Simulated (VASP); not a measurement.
A run of VASP 6.6.1 is set up as follows.

File INCAR:

```
SYSTEM = C
  ALGO = Normal
  EDIFF = 1E-7
  ENCUT = 520
  GGA = PE
  ISIF = 2
  ISMEAR = 0
  IVDW = 12
  LASPH = .True.
  LCHARG = .True.
  LELF = .True.
  LREAL = .False.
  LVHAR = .True.
  LWAVE = .False.
  NBANDS = 16
  NELM = 100
  PREC = Accurate
  SIGMA = 0.15
```

The input KPOINTS:

```
k-points
0
Gamma
  24 24 8
  0 0 0
```

The input POSCAR:

```
C
1.0
    2.5635788521      0.0000000000      0.0000000000
   -1.2817894260      2.2201244105      0.0000000000
    0.0000000000      0.0000000000      7.2775072412
C
4
Direct
    0.0000000000      0.0000000000      0.0025000000
    0.0000000000      0.0000000000      0.5025000000
    0.3333333333      0.6666666667      0.0025000000
    0.6666666667      0.3333333333      0.5025000000
```

Potentials or basis: VASP PAW PBE potentials, release 64 (C).

Launch:

```bash
$ cat potpaw_PBE.64/C/POTCAR > POTCAR
$ mpirun -np 1 vasp_std > vasp.out
```

What does it give for the pressure?

-26.0 GPa.

What does it give for the band gap on the k mesh?

Zero (bands 8 and 9 overlap by 0.01 eV).

Stress tensor (GPa, compression positive):
```
-38.34   0.00   0.00
  0.00 -38.34   0.00
  0.00   0.00  -1.29
```

Caveat: the cell differs from its parent crystal (strain +0.040 along x and y, +0.080 along z); the stress differs along the axes, from -38 to -1 GPa.
